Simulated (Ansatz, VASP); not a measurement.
One calculation of LiCl, two programs

Contents of POSCAR:

```
LiCl
1.0
    0.0000000000      2.7862186671      2.1732505603
    2.7862186671      0.0000000000      2.1732505603
    2.7862186671      2.7862186671      0.0000000000
Li Cl
1 1
Direct
    0.0000000000      0.0000000000      0.0000000000
    0.5000000000      0.5000000000      0.5000000000
```

Contents of INCAR.step1:

```
  PREC = Accurate
  ENCUT = 520
  ISMEAR = 0
  SIGMA = 0.05
  LREAL = False
  LASPH = True
  NELM = 60
  NBANDS = 12
  GGA = PE
  ALGO = Normal
  EDIFF = 1E-4
  LWAVE = True
  LCHARG = False
```

Contents of INCAR.step2:

```
  PREC = Accurate
  ENCUT = 520
  EDIFF = 1E-6
  ISMEAR = 0
  SIGMA = 0.05
  LREAL = False
  LASPH = True
  NELM = 60
  ALGO = Normal
  ISIF = 2
  LWAVE = False
  LCHARG = True
  METAGGA = R2SCAN
  LMIXTAU = True
  LELF = True
  LVHAR = True
  NBANDS = 12
  ISTART = 1
```

KPOINTS

```
Automatic mesh
0
Gamma
  8 8 8
```

Input for Ansatz:

```yaml
crystal:
  lattice:
    - [0.0, 2.7862186671, 2.1732505603]
    - [2.7862186671, 0.0, 2.1732505603]
    - [2.7862186671, 2.7862186671, 0.0]
  atoms:
    - { symbol: Li, position: [0.0, 0.0, 0.0] }
    - { symbol: Cl, position: [0.5, 0.5, 0.5] }
basis:
  ecutwfc: 500
kpoints:
  mp_grid: { grid: [8, 8, 8] }
hamiltonian:
  xc: r2scan
scf:
  occupations: { method: gaussian, width: 0.05 }
output:
  forces: true
  stress: true
  eigenvalues: true
```

Alike in both runs: task single point; functional r2SCAN; k mesh 8 × 8 × 8; occupations gaussian, width 0.05 eV; no spin polarisation.

```csv
,VASP,Ansatz
version,VASP 6.6.1,Ansatz 0.2.0
potentials or method,"VASP PAW PBE potentials, release 64 (Li_sv, Cl), cutoff 520 eV","scalar-relativistic, plane waves, PAW"
valence electrons in the cell,10,10
```

|  | VASP | Ansatz | Ansatz less VASP |
| --- | --- | --- | --- |
| gap on the k mesh at the Fermi level (eV) | 7.01 | 6.94 | -0.063 |
| least direct gap on the mesh (eV) | 7.01 | 6.94 | -0.063 |

VASP's potentials were made for PBE, not for r2SCAN. With one functional, cell and mesh, what is left measures potentials, basis and numerics.

Noted on VASP's run: the cutoff is short for stress, so the pressure is rough.
